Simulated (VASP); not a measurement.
# SnO2 (I4/m) in VASP: single point with PBEsol

Aim: the single point of SnO2 with PBEsol.

Everything below comes from runs of VASP 6.6.1. Logs are shortened: lines on timing, memory, paths and dates and some standing lists are left out, and cuts for length are marked.

### Step 1. The cell of the first run

Symmetry: I4/m, No. 87, tetragonal system. Conventional cell: a = 10.683 Å, b = 10.683 Å, c = 3.197 Å, α = 90.00°, β = 90.00°, γ = 90.00°. Within 2.7 Å of Sn (site symmetry m) lie 6 O at 2.05 to 2.12 Å. O (site symmetry m) has 3 Sn at 2.05 to 2.08 Å and 1 O at 2.67 Å within 2.7 Å. O (site symmetry m) has 3 Sn at 2.08 to 2.12 Å and 3 O at 2.67 to 2.71 Å within 2.8 Å.

### Step 2. Single point, PBEsol

File INCAR:

```
PREC = Accurate
ENCUT = 600
EDIFF = 1E-6
ISMEAR = -1
SIGMA = 0.02
LREAL = F
LASPH = T
NELM = 120
ALGO = Normal
ISIF = 2
LWAVE = F
LCHARG = F
GGA = PS
NBANDS = 64
GGA_COMPAT = F
KPAR = 4
```

File KPOINTS:

```
Automatic mesh
0
Gamma
  8 8 8
```

File POSCAR:

```
SnO2
1.0
   -5.3412557471      5.3412557471      1.5984988850
    5.3412557471     -5.3412557471      1.5984988850
    5.3412557471      5.3412557471     -1.5984988850
Sn O
4 8
Direct
    0.3492162970      0.1659726302      0.5151889272
    0.8340273698      0.3492162970      0.1832436667
    0.1659726302      0.6507837030      0.8167563333
    0.6507837030      0.8340273698      0.4848110728
    0.1602605507      0.4588342576      0.6190948082
    0.5411657424      0.1602605507      0.7014262931
    0.4588342576      0.8397394493      0.2985737069
    0.8397394493      0.5411657424      0.3809051918
    0.8440693383      0.7908073385      0.6348766768
    0.2091926615      0.8440693383      0.0532619997
    0.1559306617      0.2091926615      0.3651233232
    0.7908073385      0.1559306617      0.9467380003
```

Potentials or basis: VASP PAW PBE potentials, release 64 (Sn_d, O).

Started as:

```
cat potpaw_PBE.64/Sn_d/POTCAR potpaw_PBE.64/O/POTCAR > POTCAR
mpirun -np 4 vasp_std > vasp.out
```

OUTCAR:

```text
PREC = Accurate
   ENCUT = 600
   EDIFF = 1E-6
   ISMEAR = -1
   LREAL = F
   LASPH = T
   NELM = 120
   ISIF = 2
   GGA = PS

 ion  position               nearest neighbor table
   1  0.349  0.166  0.515-   6 2.05   9 2.08   9 2.08   8 2.08   8 2.08  11 2.12   4 3.20   4 3.20
                             3 3.75   2 3.75   3 3.75   2 3.75
   2  0.834  0.349  0.183-   8 2.05  10 2.08  10 2.08   7 2.08   7 2.08  12 2.12   3 3.20   3 3.20
                             4 3.75   1 3.75   4 3.75   1 3.75
   3  0.166  0.651  0.817-   5 2.05  12 2.08  12 2.08   6 2.08   6 2.08  10 2.12   2 3.20   2 3.20
                             1 3.75   4 3.75   1 3.75   4 3.75
   4  0.651  0.834  0.485-   7 2.05  11 2.08  11 2.08   5 2.08   5 2.08   9 2.12   1 3.20   1 3.20
                             2 3.75   3 3.75   2 3.75   3 3.75
   5  0.160  0.459  0.619-   3 2.05   4 2.08   4 2.08
   6  0.541  0.160  0.701-   1 2.05   3 2.08   3 2.08
   7  0.459  0.840  0.299-   4 2.05   2 2.08   2 2.08
   8  0.840  0.541  0.381-   2 2.05   1 2.08   1 2.08
   9  0.844  0.791  0.635-   1 2.08   1 2.08   4 2.12
  10  0.209  0.844  0.053-   2 2.08   2 2.08   3 2.12
  11  0.156  0.209  0.365-   4 2.08   4 2.08   1 2.12
  12  0.791  0.156  0.947-   3 2.08   3 2.08   2 2.12

  LATTYP: Found a body centered tetragonal cell.
 ALAT       =    10.6825114942
 C/A-ratio  =     0.2992739836

  Lattice vectors:

 A1 = (  -5.3412557471,   5.3412557471,   1.5984988850)
 A2 = (   5.3412557471,  -5.3412557471,   1.5984988850)
 A3 = (   5.3412557471,   5.3412557471,  -1.5984988850)

Analysis of symmetry for initial positions (statically):
=====================================================================
 Subroutine PRICEL returns:
 Original cell was already a primitive cell.

 Routine SETGRP: Setting up the symmetry group for a
 body centered tetragonal supercell.

 Subroutine GETGRP returns: Found  8 space group operations
 (whereof  8 operations were pure point group operations)
 out of a pool of 16 trial point group operations.

The static configuration has the point symmetry C_4h.

Analysis of symmetry for dynamics (positions and initial velocities):
=====================================================================
 Subroutine PRICEL returns:
 Original cell was already a primitive cell.

 Routine SETGRP: Setting up the symmetry group for a
 body centered tetragonal supercell.

 Subroutine GETGRP returns: Found  8 space group operations
 (whereof  8 operations were pure point group operations)
 out of a pool of 16 trial point group operations.

The dynamic configuration has the point symmetry C_4h.

 Subroutine INISYM returns: Found  8 space group operations
 (whereof  8 operations are pure point group operations),
 and found     1 'primitive' translations

----------------------------------------------------------------------------------------

                                     Primitive cell

  volume of cell :     182.4144

  direct lattice vectors                    reciprocal lattice vectors
    -5.341255747  5.341255747  1.598498885     0.000000000  0.093610945  0.312793462
     5.341255747 -5.341255747  1.598498885     0.093610945  0.000000000  0.312793462
     5.341255747  5.341255747 -1.598498885     0.093610945  0.093610945  0.000000000

  length of vectors
     7.720960083  7.720960083  7.720960083     0.326500779  0.326500779  0.132385869

  position of ions in fractional coordinates (direct lattice)
     0.349216297  0.165972630  0.515188927
     0.834027370  0.349216297  0.183243667
     0.165972630  0.650783703  0.816756333
     0.650783703  0.834027370  0.484811073
     0.160260551  0.458834258  0.619094808
     0.541165742  0.160260551  0.701426293
     0.458834258  0.839739449  0.298573707
     0.839739449  0.541165742  0.380905192
     0.844069338  0.790807339  0.634876677
     0.209192661  0.844069338  0.053262000
     0.155930662  0.209192661  0.365123323
     0.790807339  0.155930662  0.946738000

  ion indices of the primitive-cell ions
   primitive index   ion index
                 1           1
                 2           2
                 3           3
                 4           4
                 5           5
                 6           6
                 7           7
                 8           8
                 9           9
                10          10
                11          11
                12          12

----------------------------------------------------------------------------------------

 KPOINTS: Automatic mesh

Automatic generation of k-mesh.
 Grid dimensions read from file:
 generate k-points for:    8    8    8

 Generating k-lattice:

  Cartesian coordinates                     Fractional coordinates (reciprocal lattice)
     0.000000000  0.011701368  0.039099183     0.125000000  0.000000000  0.000000000
     0.011701368  0.000000000  0.039099183     0.000000000  0.125000000  0.000000000
     0.011701368  0.011701368  0.000000000     0.000000000  0.000000000  0.125000000

  Length of vectors
     0.040812597  0.040812597  0.016548234

  Shift w.r.t. Gamma in fractional coordinates (k-lattice)
     0.000000000  0.000000000  0.000000000

 Subroutine IBZKPT returns following result:
 ===========================================

 Found     78 irreducible k-points:

 Following reciprocal coordinates:
            Coordinates               Weight
  0.000000  0.000000  0.000000      1.000000
  0.125000 -0.000000  0.000000      8.000000
  0.250000 -0.000000  0.000000      8.000000
  0.375000 -0.000000  0.000000      8.000000
  0.500000 -0.000000  0.000000      4.000000
  0.125000  0.125000  0.000000      8.000000
[... 16 lines left out ...]
 -0.375000  0.250000 -0.000000      8.000000
 -0.250000  0.375000  0.000000      8.000000
 [... further k-points ...]
   k-points           NKPTS =     78   k-points in BZ     NKDIM =     78   number of bands    NBANDS=     64
   number of dos      NEDOS =    301   number of ions     NIONS =     12
   total plane-waves  NPLWV = 262144
   dimension x,y,z NGX =    64 NGY =   64 NGZ =   64
   dimension x,y,z NGXF=   128 NGYF=  128 NGZF=  128
   ions per type =               4   8
   NGX,Y,Z   is equivalent  to a cutoff of  13.78, 13.78, 13.78 a.u.
   NGXF,Y,Z  is equivalent  to a cutoff of  27.56, 27.56, 27.56 a.u.
 SYSTEM =  unknown system
   PREC   = accura    normal or accurate (medium, high low for compatibility)
   ISTART =      0    job   : 0-new  1-cont  2-samecut
   ICHARG =      2    charge: 1-file 2-atom 10-const
   ISPIN  =      1    spin polarized calculation?
   LNONCOLLINEAR =      F non collinear calculations
   LSORBIT =      F    spin-orbit coupling
   LASPH  =      T    aspherical Exc in radial PAW
   ENCUT  =  600.0 eV  44.10 Ry    6.64 a.u.  15.42 15.42 15.42*2*pi/ulx,y,z
   NELM   =    120;   NELMIN=  2; NELMDL= -5     # of ELM steps
   EDIFF  = 0.1E-05   stopping-criterion for ELM
   LREAL  =      F    real-space projection
[... 7 lines left out ...]
   TEBEG  =    0.0;   TEEND  =   0.0 temperature during run
   PSTRESS=    0.0 pullay stress
   NELECT =     104.0000    total number of electrons
   NUPDOWN=      -1.0000    fix difference up-down
   EMIN   =  10.00;   EMAX   =-10.00  energy-range for DOS
   EFERMI =   0.00;   METHOD = LEGACY
   ISMEAR =    -1;   SIGMA  =   0.02  broadening in eV -4-tet -1-fermi 0-gaus
   EFERMI_NEDOS =   21; number of points for ismear=-14 and -15
   IALGO  =     38    algorithm
   IMIX   =      4    mixing-type and parameters
     AMIX     =   0.40;   BMIX     =  1.00
     AMIX_MAG =   1.60;   BMIX_MAG =  1.00
  volume/ion in A,a.u.               =      15.20       102.58
  Fermi-wavevector in a.u.,A,eV,Ry     =   1.357478  2.565262 25.072102  1.842748
  Thomas-Fermi vector in A             =   2.484393
   LORBIT       =      0    0 simple, 1 ext, 2 COOP (PROOUT), +10 PAW based schemes
   GGA     = PS    functional components
   LHFCALC =     F    Hartree Fock is set to
   AEXX    =    0.0000 exact exchange contribution
   IVDW    =     0    specifies the selected vdW correction
   LEPSILON=     F    determine dielectric tensor
   LRPA    =     F    only Hartree local field effects (RPA)
 non-spin polarized calculation
  energy-cutoff  :      600.00
  volume of cell :      182.41
 maximum number of plane-waves:      6131
 NGX is ok and might be reduce to    64
   NGX = 31   NGY = 31   NGZ = 31

 number of electron     104.0000003 magnetization

 Free energy of the ion-electron system (eV)
  ---------------------------------------------------
  ext. energy  EPLUGINS =         0.00000000
  ---------------------------------------------------
  free energy    TOTEN  =       -78.37646974 eV

  energy without entropy =      -78.37646974  energy(sigma->0) =      -78.37646974

 E-fermi :   3.0689     XC(G=0):  -9.6595

 val. band max:        2.6190495737   @ k =   0.5000   0.5000   0.5000
 cond. band min:       4.5093366229   @ k =   0.0000   0.0000   0.0000
 fundamental gap:      1.8902870493
 Fermi energy:         3.0689333097

 k-point     1 :       0.0000    0.0000    0.0000
  band No.  band energies     occupation
      1     -17.8039      2.00000
      2     -17.8039      2.00000
      3     -17.6241      2.00000
      4     -17.1967      2.00000
      5     -17.0541      2.00000
      6     -17.0046      2.00000
[... 56 lines left out ...]
     63      13.2860      0.00000
     64      13.2861      0.00000

 k-point     2 :       0.1250   -0.0000    0.0000
  band No.  band energies     occupation
      1     -17.7579      2.00000
      2     -17.7420      2.00000
      3     -17.5846      2.00000
      4     -17.1406      2.00000
      5     -17.1319      2.00000
      6     -17.1232      2.00000
[... 56 lines left out ...]
     63      13.0281      0.00000
     64      13.1895      0.00000

 k-point     3 :       0.2500   -0.0000    0.0000
  band No.  band energies     occupation
      1     -17.6998      2.00000
      2     -17.6672      2.00000
      3     -17.6283      2.00000
      4     -17.4021      2.00000
      5     -17.3381      2.00000
      6     -17.2773      2.00000
[... 1396 lines left out ...]
     63      13.0761      0.00000
     64      13.1392      0.00000

 k-point    24 :      -0.2500    0.3750    0.0000
  band No.  band energies     occupation
      1     -17.8039      2.00000
      2     -17.7358      2.00000
      3     -17.4815      2.00000
      4     -17.2248      2.00000
      5     -17.1324      2.00000
      6     -17.1312      2.00000
[... 56 lines left out ...]
     63      12.9273      0.00000
     64      13.2180      0.00000

 [... further k-points ...]

------------------------ aborting loop because EDIFF is reached ----------------------------------------

  FORCE on cell =-STRESS in cart. coord.  units (eV):
  Direction    XX          YY          ZZ          XY          YZ          ZX
  --------------------------------------------------------------------------------------
  -------------------------------------------------------------------------------------
  Total        0.3579080      0.3579080      0.6373300     -0.0000000     -0.0000000      0.0000000
  in kB        3.1435682      3.1435682      5.5977801     -0.0000004     -0.0000000      0.0000000
  external PRESSURE =       3.9616388 kB  Pullay stress =       0.0000000 kB

 VOLUME and BASIS-vectors are now :
 -----------------------------------------------------------------------------
  energy-cutoff  :      600.00
  volume of cell :      182.41
      direct lattice vectors                 reciprocal lattice vectors
    -5.341255747  5.341255747  1.598498885     0.000000000  0.093610945  0.312793462
     5.341255747 -5.341255747  1.598498885     0.093610945  0.000000000  0.312793462
     5.341255747  5.341255747 -1.598498885     0.093610945  0.093610945  0.000000000

 POSITION                                       TOTAL-FORCE (eV/Angst)
 -----------------------------------------------------------------------------------
      1.77300      3.73051      0.00000        -0.006989      0.004169      0.000000
     -1.61075      3.56825      1.59850         0.004169      0.006989      0.000000
      6.95200      1.77300     -0.00000        -0.004169     -0.006989      0.000000
      3.56825      1.61075      1.59850         0.006989     -0.004169      0.000000
      4.90150      1.71199      0.00000         0.008266     -0.004540     -0.000000
      1.71199      5.78101      0.00000        -0.004540     -0.008266      0.000000
      3.62927     -0.43975      1.59850         0.004540      0.008266     -0.000000
      0.43975      3.62927      1.59850        -0.008266      0.004540      0.000000
      3.10655      3.67552      1.59850         0.042688      0.030732     -0.000000
      3.67552     -3.10655      1.59850         0.030732     -0.042688     -0.000000
      2.23470      1.66573     -0.00000        -0.042688     -0.030732      0.000000
      1.66573      8.44781     -0.00000        -0.030732      0.042688     -0.000000
 -----------------------------------------------------------------------------------
    total drift:                                0.000000      0.000000      0.000000

  FREE ENERGIE OF THE ION-ELECTRON SYSTEM (eV)
  ---------------------------------------------------
  free  energy   TOTEN  =       -78.3764697363 eV

  energy  without entropy=      -78.3764697363  energy(sigma->0) =      -78.37646974
```

It took 11 min on 4 MPI ranks of Oxide Virtual Turin-like, shared host; peak memory 1.1 GiB.

What came out:

- Free energy: -78.3765 eV
- Pressure: 0.4 GPa
- Largest force: 0.053 eV/Å
- Band gap on the k mesh: 1.89 eV (least direct gap 2.08 eV)

Forces in eV/Å, atoms in the order of the input:
```
Sn  -0.007  0.004  0.000
Sn   0.004  0.007  0.000
Sn  -0.004 -0.007  0.000
Sn   0.007 -0.004  0.000
O    0.008 -0.005  0.000
O   -0.005 -0.008  0.000
O    0.005  0.008  0.000
O   -0.008  0.005  0.000
O    0.043  0.031  0.000
O    0.031 -0.043  0.000
O   -0.043 -0.031  0.000
O   -0.031  0.043  0.000
```

Stress tensor (GPa, compression positive):
```
0.31 0.00 0.00
0.00 0.31 0.00
0.00 0.00 0.56
```

Levels at points of the mesh, in eV from the valence-band top:
| k point | band 49 | band 50 | band 51 | band 52 | band 53 | band 54 | band 55 | band 56 |
| --- | --- | --- | --- | --- | --- | --- | --- | --- |
| (0.00, 0.00, 0.00) | -0.50 | -0.21 | -0.21 | -0.19 | 1.89 | 4.87 | 4.87 | 5.28 |
| (0.50, 0.00, 0.00) | -0.53 | -0.40 | -0.23 | -0.21 | 5.57 | 5.57 | 6.06 | 6.09 |
| (0.50, 0.50, 0.00) | -0.55 | -0.53 | -0.21 | -0.03 | 2.92 | 3.73 | 5.09 | 5.66 |
| (0.50, 0.50, 0.50) | -0.55 | -0.55 | -0.18 | 0.00 | 3.90 | 3.90 | 4.08 | 5.69 |

Caveat: the PAW data sets were made with another functional, which shifts forces and pressure a little; spin-orbit coupling is left out, which moves the levels of the heavy elements. A k mesh can miss the band edges.
